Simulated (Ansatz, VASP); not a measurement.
# Sc4Nb3C: VASP beside Ansatz

```
Sc Nb C
1.0
     5.40180    0.00000    0.00000
     0.00000    5.40180    0.00000
     0.00000    0.00000    5.40180
Sc Nb C
4 3 1
Direct
  0.31565 0.31565 0.31565
  0.31565 0.68435 0.68435
  0.68435 0.68435 0.31565
  0.68435 0.31565 0.68435
  0.50000 0.00000 0.00000
  0.00000 0.50000 0.00000
  0.00000 0.00000 0.50000
  0.00000 0.00000 0.00000
```

Alike in both runs: functional PBE; k mesh 8 × 8 × 8; occupations gaussian, width 0.1 eV; no spin polarisation.

Ansatz relaxed the structure, and its values are those at the end. VASP's run is a single point on that final structure, the one shown.

```csv
,VASP,Ansatz
version,VASP 6.6.1,Ansatz 0.2.0
potentials or method,"VASP PAW PBE potentials, release 64 (Sc_sv, Nb_sv, C), cutoff 520 eV","scalar-relativistic, plane waves, PAW"
valence electrons in the cell,87,87
```

|  | VASP | Ansatz | Ansatz less VASP |
| --- | --- | --- | --- |
| gap on the k mesh at the Fermi level (eV) | none | none | - |
| pressure (GPa) | 0.1 | 0.0 | -0.14 |
| rms of the force components (eV/Å) | 0.010 | 0.000 | -0.0096 |

A gap of «none» marks a metal or a gap that the smearing closes.
